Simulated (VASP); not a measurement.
# GaAsSe3 (P4mm) in VASP: notebook

GaAsSe3 is run at these levels: PBE; tasks: single point.

Program: VASP 6.6.1. These are calculated values, not measurements. Logs are shortened: lines on timing, memory, paths and dates and some standing lists are left out, and cuts for length are marked.

### 1 The cell of the first run

Symmetry: P4mm, No. 99, tetragonal system. The conventional cell has a = 4.586 Å, b = 4.586 Å, c = 6.332 Å, α = 90.00°, β = 90.00°, γ = 90.00°. Ga (site symmetry 4mm) has 12 Se at 3.26 to 3.96 Å and 4 As at 3.84 Å within 4.3 Å. Within 3.2 Å of As (site symmetry 4mm) lie 5 Se at 2.39 to 2.57 Å. Se (site symmetry 2mm) has 2 As at 2.57 Å and 4 Se at 3.24 Å within 3.4 Å. Se (site symmetry 4mm) has 1 As at 2.39 Å within 3.2 Å.

### 2 Single point, PBE

INCAR reads:

```
PREC = Accurate ; ENCUT = 500
EDIFF = 1E-6 ; ISMEAR = 0
SIGMA = 0.15 ; LREAL = False
LASPH = True ; NELM = 120
ALGO = Normal ; ISIF = 2
LWAVE = False ; LCHARG = True
GGA = PE ; LELF = True
LVHAR = True ; NBANDS = 26
GGA_COMPAT = False
```

KPOINTS reads:

```
Automatic mesh
0
Gamma
  3 3 2
```

POSCAR reads:

```
GaAsSe3
1.0
    4.5862658249      0.0000000000      0.0000000000
    0.0000000000      4.5862658249      0.0000000000
    0.0000000000      0.0000000000      6.3319021310
Ga As Se
1 1 3
Direct
    0.5000000000      0.5000000000      0.6628526279
    0.0000000000      0.0000000000      0.9885895111
    0.5000000000      0.0000000000      0.1731317844
    0.0000000000      0.5000000000      0.1731317844
    0.0000000000      0.0000000000      0.6104963121
```

Potentials or basis: VASP PAW PBE potentials, release 64 (Ga_d, As, Se).

The run is started by

```
cat potpaw_PBE.64/Ga_d/POTCAR potpaw_PBE.64/As/POTCAR potpaw_PBE.64/Se/POTCAR > POTCAR
mpirun -np 1 vasp_std > vasp.out
```

OUTCAR:

```text
PREC = Accurate
   ENCUT = 500
   EDIFF = 1E-6
   ISMEAR = 0
   LREAL = False
   LASPH = True
   NELM = 120
   ISIF = 2
   GGA = PE

 ion  position               nearest neighbor table
   1  0.500  0.500  0.663-
   2  0.000  0.000  0.989-   5 2.39   4 2.57   3 2.57   4 2.57   3 2.57
   3  0.500  0.000  0.173-   2 2.57   2 2.57
   4  0.000  0.500  0.173-   2 2.57   2 2.57
   5  0.000  0.000  0.610-   2 2.39

  LATTYP: Found a simple tetragonal cell.
 ALAT       =     4.5862658249
 C/A-ratio  =     1.3806225746

  Lattice vectors:

 A1 = (   4.5862658249,   0.0000000000,   0.0000000000)
 A2 = (   0.0000000000,   4.5862658249,   0.0000000000)
 A3 = (   0.0000000000,   0.0000000000,   6.3319021310)

Analysis of symmetry for initial positions (statically):
=====================================================================
 Subroutine PRICEL returns:
 Original cell was already a primitive cell.

 Routine SETGRP: Setting up the symmetry group for a
 simple tetragonal supercell.

 Subroutine GETGRP returns: Found  8 space group operations
 (whereof  8 operations were pure point group operations)
 out of a pool of 16 trial point group operations.

The static configuration has the point symmetry C_4v.

Analysis of symmetry for dynamics (positions and initial velocities):
=====================================================================
 Subroutine PRICEL returns:
 Original cell was already a primitive cell.

 Routine SETGRP: Setting up the symmetry group for a
 simple tetragonal supercell.

 Subroutine GETGRP returns: Found  8 space group operations
 (whereof  8 operations were pure point group operations)
 out of a pool of 16 trial point group operations.

The dynamic configuration has the point symmetry C_4v.

 Subroutine INISYM returns: Found  8 space group operations
 (whereof  8 operations are pure point group operations),
 and found     1 'primitive' translations

----------------------------------------------------------------------------------------

                                     Primitive cell

  volume of cell :     133.1842

  direct lattice vectors                    reciprocal lattice vectors
     4.586265825  0.000000000  0.000000000     0.218042311  0.000000000  0.000000000
     0.000000000  4.586265825  0.000000000     0.000000000  0.218042311  0.000000000
     0.000000000  0.000000000  6.331902131     0.000000000  0.000000000  0.157930426

  length of vectors
     4.586265825  4.586265825  6.331902131     0.218042311  0.218042311  0.157930426

  position of ions in fractional coordinates (direct lattice)
     0.500000000  0.500000000  0.662852628
     0.000000000  0.000000000  0.988589511
     0.500000000  0.000000000  0.173131784
     0.000000000  0.500000000  0.173131784
     0.000000000  0.000000000  0.610496312

  ion indices of the primitive-cell ions
   primitive index   ion index
                 1           1
                 2           2
                 3           3
                 4           4
                 5           5

----------------------------------------------------------------------------------------

 KPOINTS: Automatic mesh

Automatic generation of k-mesh.
 Grid dimensions read from file:
 generate k-points for:    3    3    2

 Generating k-lattice:

  Cartesian coordinates                     Fractional coordinates (reciprocal lattice)
     0.072680770  0.000000000  0.000000000     0.333333333  0.000000000  0.000000000
     0.000000000  0.072680770  0.000000000     0.000000000  0.333333333  0.000000000
     0.000000000  0.000000000  0.078965213     0.000000000  0.000000000  0.500000000

  Length of vectors
     0.072680770  0.072680770  0.078965213

  Shift w.r.t. Gamma in fractional coordinates (k-lattice)
     0.000000000  0.000000000  0.000000000

 Subroutine IBZKPT returns following result:
 ===========================================

 Found      6 irreducible k-points:

 Following reciprocal coordinates:
            Coordinates               Weight
  0.000000  0.000000  0.000000      1.000000
  0.333333  0.000000  0.000000      4.000000
  0.333333  0.333333  0.000000      4.000000
  0.000000  0.000000  0.500000      1.000000
  0.333333  0.000000  0.500000      4.000000
  0.333333  0.333333  0.500000      4.000000
   k-points           NKPTS =      6   k-points in BZ     NKDIM =      6   number of bands    NBANDS=     26
   number of dos      NEDOS =    301   number of ions     NIONS =      5
   total plane-waves  NPLWV =  62208
   dimension x,y,z NGX =    36 NGY =   36 NGZ =   48
   dimension x,y,z NGXF=    72 NGYF=   72 NGZF=   96
   ions per type =               1   1   3
   NGX,Y,Z   is equivalent  to a cutoff of  13.05, 13.05, 12.60 a.u.
   NGXF,Y,Z  is equivalent  to a cutoff of  26.10, 26.10, 25.21 a.u.
 SYSTEM =  unknown system
   PREC   = accura    normal or accurate (medium, high low for compatibility)
   ISTART =      0    job   : 0-new  1-cont  2-samecut
   ICHARG =      2    charge: 1-file 2-atom 10-const
   ISPIN  =      1    spin polarized calculation?
   LNONCOLLINEAR =      F non collinear calculations
   LSORBIT =      F    spin-orbit coupling
   LASPH  =      T    aspherical Exc in radial PAW
   ENCUT  =  500.0 eV  36.75 Ry    6.06 a.u.   8.36  8.36 11.54*2*pi/ulx,y,z
   NELM   =    120;   NELMIN=  2; NELMDL= -5     # of ELM steps
   EDIFF  = 0.1E-05   stopping-criterion for ELM
   LREAL  =      F    real-space projection
   EDIFFG = 0.1E-04   stopping-criterion for IOM
   NSW    =      0    number of steps for IOM
   IBRION =     -1    ionic relax: 0-MD 1-quasi-New 2-CG
   NFREE  =      0    steps in history (QN), initial steepest desc. (CG)
   ISIF   =      2    stress and relaxation
   ISYM   =      2    0-nonsym 1-usesym 2-fastsym
   POTIM  = 0.5000    time-step for ionic-motion
   TEBEG  =    0.0;   TEEND  =   0.0 temperature during run
   PSTRESS=    0.0 pullay stress
   NELECT =      36.0000    total number of electrons
   NUPDOWN=      -1.0000    fix difference up-down
   EMIN   =  10.00;   EMAX   =-10.00  energy-range for DOS
   EFERMI =   0.00;   METHOD = LEGACY
   ISMEAR =     0;   SIGMA  =   0.15  broadening in eV -4-tet -1-fermi 0-gaus
   EFERMI_NEDOS =   21; number of points for ismear=-14 and -15
   IALGO  =     38    algorithm
   IMIX   =      4    mixing-type and parameters
     AMIX     =   0.40;   BMIX     =  1.00
     AMIX_MAG =   1.60;   BMIX_MAG =  1.00
  volume/ion in A,a.u.               =      26.64       179.75
  Fermi-wavevector in a.u.,A,eV,Ry     =   1.058501  2.000278 15.244312  1.120425
  Thomas-Fermi vector in A             =   2.193813
   LORBIT       =      0    0 simple, 1 ext, 2 COOP (PROOUT), +10 PAW based schemes
   GGA     = PE    functional components
   LHFCALC =     F    Hartree Fock is set to
   AEXX    =    0.0000 exact exchange contribution
   IVDW    =     0    specifies the selected vdW correction
   LEPSILON=     F    determine dielectric tensor
   LRPA    =     F    only Hartree local field effects (RPA)
 non-spin polarized calculation
 Gauss-broadening in eV      SIGMA  =   0.15
  energy-cutoff  :      500.00
  volume of cell :      133.18
 maximum number of plane-waves:      3411
 NGX is ok and might be reduce to    36
   NGX = 17   NGY = 17   NGZ = 23

 number of electron      36.0000017 magnetization

 Free energy of the ion-electron system (eV)
  ---------------------------------------------------
  ext. energy  EPLUGINS =         0.00000000
  ---------------------------------------------------
  free energy    TOTEN  =       -17.31140078 eV

  energy without entropy =      -17.27803459  energy(sigma->0) =      -17.29471768

 E-fermi :   3.1561     XC(G=0):  -9.0746

 val. band max:        2.8349899224   @ k =   0.3333   0.3333   0.5000
 cond. band min:       3.2148625404   @ k =   0.3333   0.0000   0.5000
 fundamental gap:      0.3798726179
 Fermi energy:         3.1561462432

 k-point     1 :       0.0000    0.0000    0.0000
  band No.  band energies     occupation
      1     -12.1098      2.00000
      2     -11.8531      2.00000
      3     -11.8338      2.00000
      4     -11.8338      2.00000
      5     -11.7995      2.00000
      6     -11.7964      2.00000
[... 18 lines left out ...]
     25       7.7136      0.00000
     26       7.8677      0.00000

 k-point     2 :       0.3333    0.0000    0.0000
  band No.  band energies     occupation
      1     -11.8481      2.00000
      2     -11.8360      2.00000
      3     -11.8336      2.00000
      4     -11.7988      2.00000
      5     -11.7970      2.00000
      6     -11.6247      2.00000
[... 18 lines left out ...]
     25       6.8285      0.00000
     26      10.0356      0.00000

 k-point     3 :       0.3333    0.3333    0.0000
  band No.  band energies     occupation
      1     -11.8457      2.00000
      2     -11.8352      2.00000
      3     -11.8349      2.00000
      4     -11.8164      2.00000
      5     -11.7942      2.00000
      6     -11.1138      2.00000
[... 18 lines left out ...]
     25       7.4910      0.00000
     26      10.7323      0.00000

 k-point     4 :       0.0000    0.0000    0.5000
  band No.  band energies     occupation
      1     -11.9878      2.00000
      2     -11.8500      2.00000
      3     -11.8339      2.00000
      4     -11.8339      2.00000
      5     -11.7994      2.00000
      6     -11.7964      2.00000
[... 18 lines left out ...]
     25       7.4961      0.00000
     26       8.9521      0.00000

 k-point     5 :       0.3333    0.0000    0.5000
  band No.  band energies     occupation
      1     -11.8482      2.00000
      2     -11.8400      2.00000
      3     -11.8337      2.00000
      4     -11.7988      2.00000
      5     -11.7968      2.00000
      6     -11.4764      2.00000
[... 18 lines left out ...]
     25       7.4703      0.00000
     26       9.9737      0.00000

 k-point     6 :       0.3333    0.3333    0.5000
  band No.  band energies     occupation
      1     -11.8455      2.00000
      2     -11.8371      2.00000
      3     -11.8357      2.00000
      4     -11.8139      2.00000
      5     -11.7941      2.00000
      6     -10.9623      2.00000
[... 18 lines left out ...]
     25       7.7278      0.00000
     26       9.7386      0.00000

------------------------ aborting loop because EDIFF is reached ----------------------------------------

  FORCE on cell =-STRESS in cart. coord.  units (eV):
  Direction    XX          YY          ZZ          XY          YZ          ZX
  --------------------------------------------------------------------------------------
  -------------------------------------------------------------------------------------
  Total       -0.2729695     -0.2729695      0.4702429      0.0000000      0.0000000      0.0000000
  in kB       -3.2837655     -3.2837655      5.6569215      0.0000000      0.0000000      0.0000000
  external PRESSURE =      -0.3035365 kB  Pullay stress =       0.0000000 kB

 VOLUME and BASIS-vectors are now :
 -----------------------------------------------------------------------------
  energy-cutoff  :      500.00
  volume of cell :      133.18
      direct lattice vectors                 reciprocal lattice vectors
     4.586265825  0.000000000  0.000000000     0.218042311  0.000000000  0.000000000
     0.000000000  4.586265825  0.000000000     0.000000000  0.218042311  0.000000000
     0.000000000  0.000000000  6.331902131     0.000000000  0.000000000  0.157930426

 POSITION                                       TOTAL-FORCE (eV/Angst)
 -----------------------------------------------------------------------------------
      2.29313      2.29313      4.19712        -0.000000      0.000000     -0.069390
      0.00000      0.00000      6.25965        -0.000000     -0.000000      0.010746
      2.29313      0.00000      1.09625        -0.000000     -0.000000      0.033952
      0.00000      2.29313      1.09625         0.000000     -0.000000      0.033952
      0.00000      0.00000      3.86560         0.000000     -0.000000     -0.009260
 -----------------------------------------------------------------------------------
    total drift:                                0.000000      0.000000     -0.000860

  FREE ENERGIE OF THE ION-ELECTRON SYSTEM (eV)
  ---------------------------------------------------
  free  energy   TOTEN  =       -17.3114007772 eV

  energy  without entropy=      -17.2780345897  energy(sigma->0) =      -17.29471768
```

Wall time 35 s (1 thread of Intel Xeon 8259CL, shared host); peak memory 0.25 GiB.

Results:

```yaml
Free_energy: -17.3114 eV
Pressure: 0.0 GPa
Largest_force: 0.069 eV/Å
Band_gap_on_the_k_mesh: zero (band 18 reaches 3.27 eV, above the bottom of band 19 at 2.53 eV)
```

Forces in eV/Å, atoms in the order of the input:
```
Ga   0.000  0.000 -0.069
As   0.000  0.000  0.011
Se   0.000  0.000  0.034
Se   0.000  0.000  0.034
Se   0.000  0.000 -0.009
```

Stress tensor (GPa, compression positive):
```
-0.33  0.00  0.00
 0.00 -0.33  0.00
 0.00  0.00  0.57
```

Levels at points of the mesh, in eV from the Fermi level:
```
           k point  band 15  band 16  band 17  band 18  band 19  band 20  band 21  band 22
(0.00, 0.00, 0.00)    -1.93    -1.93    -1.39    -0.62    -0.62     1.89     1.89     2.57
(0.00, 0.00, 0.50)    -2.43    -1.74    -1.49    -0.47    -0.47     1.87     2.63     2.92
```

Caveat: the k points lie up to 0.50 Å⁻¹ apart.

(Part 1 of 2 ends here.)
